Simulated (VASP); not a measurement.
Here is a VASP 6.6.1 calculation.

Contents of POSCAR:

```
Ag
1.0
   -1.6556540000      1.6556540000      1.6556540000
    1.6556540000     -1.6556540000      1.6556540000
    3.3113080000      3.3113080000      0.0000000000
Ag
2
Direct
    0.0452993198      0.0452993198      0.0000000000
    0.4547006802      0.4547006802      0.5000000000
```

The input INCAR.step1:

```
PREC     = Accurate       # precision mode
ENCUT    = 520            # plane-wave cutoff, eV
ISMEAR   = 0              # smearing method
SIGMA    = 0.15           # smearing width, eV
LREAL    = F              # projectors in reciprocal space
LASPH    = T              # aspherical terms in the spheres
NELM     = 100            # most SCF steps
NBANDS   = 18             # bands
GGA      = PE             # functional
ALGO     = Normal         # electronic algorithm
EDIFF    = 1E-4           # SCF threshold, eV
LWAVE    = T              # write WAVECAR
LCHARG   = F              # write CHGCAR
```

The input INCAR.step2:

```
PREC     = Accurate       # precision mode
ENCUT    = 520            # plane-wave cutoff, eV
EDIFF    = 1E-6           # SCF threshold, eV
ISMEAR   = 0              # smearing method
SIGMA    = 0.15           # smearing width, eV
LREAL    = F              # projectors in reciprocal space
LASPH    = T              # aspherical terms in the spheres
NELM     = 100            # most SCF steps
ALGO     = Normal         # electronic algorithm
ISIF     = 2              # what is computed and relaxed
LWAVE    = F              # write WAVECAR
LCHARG   = F              # write CHGCAR
METAGGA  = R2SCAN         # meta-GGA
LMIXTAU  = T            
NBANDS   = 18             # bands
ISTART   = 1
```

File KPOINTS:

```
regular mesh
0
Gamma
  18 18 10
```

Potentials or basis: VASP PAW PBE potentials, release 64 (Ag).

Command:

```bash
$ cat potpaw_PBE.64/Ag/POTCAR > POTCAR
$ cp INCAR.step1 INCAR
$ mpirun -np 1 vasp_std > vasp.out
$ cp INCAR.step2 INCAR
$ mpirun -np 1 vasp_std > vasp.out
```

**Question.** Predict the band gap on the k mesh.

**Answer.** Zero (bands 11 and 12 overlap by 8.39 eV).

**Question.** Predict the largest force.

**Answer.** 0.570 eV/Å.

**Question.** Estimate the pressure.

**Answer.** -2.1 GPa.

Stress tensor (GPa, compression positive):
```
-1.54  1.87  0.00
 1.87 -1.54  0.00
 0.00  0.00 -3.15
```

Caveat: the cell differs from its parent crystal (atoms displaced along a vibrational mode); the PAW data sets were made with another functional, which shifts forces and pressure a little.
